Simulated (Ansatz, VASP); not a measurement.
## KBr: VASP beside Ansatz

```
K Br
1.0
     0.17024    3.36217    3.36217
     3.36217    0.17024    3.36217
     3.36217    3.36217    0.17024
K Br
1 1
Direct
  0.00000 0.00000 0.00000
  0.50000 0.50000 0.50000
```

Alike in both runs: task single point; functional PBEsol; k mesh 8 × 8 × 8; occupations gaussian, width 0.05 eV; no spin polarisation.

|  | VASP | Ansatz |
| --- | --- | --- |
| version | VASP 6.6.1 | Ansatz 0.2.0 |
| potentials or method | VASP PAW PBE potentials, release 64 (K_sv, Br), cutoff 520 eV | scalar-relativistic, plane waves, PAW |
| valence electrons in the cell | 16 | 16 |

|  | VASP | Ansatz | Ansatz less VASP |
| --- | --- | --- | --- |
| gap on the k mesh at the Fermi level (eV) | 4.24 | 4.24 | +0.003 |
| least direct gap on the mesh (eV) | 4.24 | 4.24 | +0.003 |
| pressure (GPa) | 0.0 | 0.0 | -0.05 |
| traceless stress, the component that is largest in VASP (GPa) | -0.30 | -0.30 | -0.003 |

VASP's potentials were made for PBE, not for PBEsol.
